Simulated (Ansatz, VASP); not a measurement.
One calculation of AgCl, two programs

File POSCAR:

```
AgCl
1.0
    0.0000000000      2.7731725637      2.7731725637
    2.7731725637      0.0000000000      2.7731725637
    2.7731725637      2.7731725637      0.0000000000
Ag Cl
1 1
Direct
    0.0000000000      0.0000000000      0.0000000000
    0.5000000000      0.5000000000      0.5000000000
```

INCAR.step1

```
SYSTEM = AgCl
PREC = Accurate ; ENCUT = 520
EDIFF = 1E-5 ; ISMEAR = 0
SIGMA = 0.01 ; LREAL = .False.
LASPH = .True. ; NELM = 80
ALGO = Normal ; ISIF = 2
LWAVE = .True. ; LCHARG = .False.
NBANDS = 16 ; GGA = PE
```

The input INCAR.step2:

```
SYSTEM = AgCl
PREC = Accurate ; ENCUT = 520
EDIFF = 1E-6 ; ISMEAR = 0
SIGMA = 0.01 ; LREAL = .False.
LASPH = .True. ; NELM = 80
ALGO = Normal ; ISIF = 2
LWAVE = .False. ; LCHARG = .False.
GGA = PE ; LHFCALC = .True.
AEXX = 0.15 ; HFSCREEN = 0.3
PRECFOCK = Normal ; NBANDS = 16
ISTART = 1
```

The input KPOINTS:

```
Automatic mesh
0
Gamma
  4 4 4
  0 0 0
```

Input for Ansatz:

```yaml
crystal:
  lattice:
    - [0.0, 2.7731725637, 2.7731725637]
    - [2.7731725637, 0.0, 2.7731725637]
    - [2.7731725637, 2.7731725637, 0.0]
  atoms:
    - { symbol: Ag, position: [0.0, 0.0, 0.0] }
    - { symbol: Cl, position: [0.5, 0.5, 0.5] }
kpoints:
  mp_grid: { grid: [4, 4, 4] }
hamiltonian:
  xc: { exchange: pbe, correlation: pbe, exx: { coeff: 0.15, omega: 0.3 } }
scf:
  occupations: { method: fixed }
  n_extra_bands: 4
output:
  forces: true
  stress: true
  eigenvalues: true
```

Alike in both runs: task single point; functional PBE-based screened hybrid; k mesh 4 × 4 × 4; no spin polarisation.

|  | VASP | Ansatz |
| --- | --- | --- |
| version | VASP 6.6.1 | Ansatz 0.2.0 |
| potentials or method | VASP PAW PBE potentials, release 64 (Ag, Cl) | plane waves |
| plane-wave cutoff (eV) | 520 | 420 |
| occupations | gaussian, width 0.01 eV | fixed |
| valence electrons in the cell | 18 | 26 |

Ansatz gave:

| Property | Result |
| --- | --- |
| gap on the k mesh at the Fermi level (eV) | 1.67 |
| pressure (GPa) | 1.6 |

Estimate VASP's values.

gap on the k mesh at the Fermi level (eV): 1.65; pressure (GPa): 1.5.

VASP's potentials were made for PBE, not for PBE-based screened hybrid. VASP's potentials hold 18 valence electrons a cell and Ansatz's 26, so a difference there can come from the potentials and not from the codes. Ansatz's warnings: stress exchange threshold loose, stress scf threshold loose.

The k mesh is coarse, so the values compare programs but aren't converged.
